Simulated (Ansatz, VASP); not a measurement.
**One calculation of CdSi3, two programs**

```
CELL_PARAMETERS angstrom
4.17256 0.00000 0.00000
0.00000 4.17256 0.00000
0.00000 0.00000 4.04296
ATOMIC_POSITIONS crystal
Cd 0.00000 0.00000 0.00000
Si 0.00000 0.50000 0.50000
Si 0.50000 0.00000 0.50000
Si 0.50000 0.50000 0.00000
```

Alike in both runs: functional PBE; k mesh 12 × 12 × 12; occupations gaussian, width 0.1 eV; no spin polarisation.

Ansatz relaxed the structure, and its values are those at the end. VASP's run is a single point on that final structure, the one shown.

```csv
,VASP,Ansatz
version,VASP 6.6.1,Ansatz 0.2.0
potentials or method,"VASP PAW PBE potentials, release 64 (Cd, Si), cutoff 520 eV","scalar-relativistic, plane waves, PAW"
valence electrons in the cell,24,32
```

VASP gave:

```
gap on the k mesh at the Fermi level (eV) : none
pressure (GPa)                            : 0.2
```

Question: What did Ansatz give for the same quantities?

Answer: gap on the k mesh at the Fermi level (eV): none; pressure (GPa): 0.0.

A gap of «none» marks a metal or a gap that the smearing closes. VASP's potentials hold 24 valence electrons a cell and Ansatz's 32, so a difference there can come from the potentials and not from the codes.
